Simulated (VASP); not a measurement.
Set up this calculation in VASP 6.6.1, as the native input.

| Item | Value |
| --- | --- |
| Task | single point |
| Functional | PBE |
| Potentials or basis | VASP PAW PBE potentials, release 64 (Bi_d) |
| Cutoff | 500 eV |
| k mesh | 4 × 4 × 4 |
| Occupations | fermi-dirac, width 0.1 eV |
| Spin | no spin polarisation |
| Dipole correction | no |
| Further INCAR settings | ALGO = Normal; EDIFF = 1e-06; NBANDS = 22 |

The structure of Bi lies in POSCAR:

```
Bi
1.0
    2.2924582325      1.3235513776      4.0467531060
   -2.2924582325      1.3235513776      4.0467531060
    0.0000000000     -2.6471027553      4.0467531059
Bi
2
Direct
    0.2337113828      0.2337113828      0.2337113828
    0.7662886172      0.7662886172      0.7662886172
```

These files were run (other wordings do the same):

INCAR

```
SYSTEM = Bi
ALGO = Normal
EDIFF = 1E-6
ENCUT = 500
GGA = PE
GGA_COMPAT = .FALSE.
ISIF = 2
ISMEAR = -1
LASPH = .TRUE.
LCHARG = .FALSE.
LREAL = .FALSE.
LWAVE = .FALSE.
NBANDS = 22
NELM = 120
PREC = Accurate
SIGMA = 0.1
```

KPOINTS

```
k-points
0
G
  4 4 4
  0 0 0
```

Potentials or basis: VASP PAW PBE potentials, release 64 (Bi_d).

Run with:

```sh
$ cat potpaw_PBE.64/Bi_d/POTCAR > POTCAR
$ mpirun -np 1 vasp_std > vasp.out
```

Results of the run:

```
Pressure      : -0.2 GPa
Largest force : 0.203 eV/Å
```

Caveat: the k points lie up to 0.42 Å⁻¹ apart.

Run time: 29 s on 1 thread of AMD EPYC 7R43 64-Core Processor (Zen 3), with other jobs on the host, peak memory 0.17 GiB.
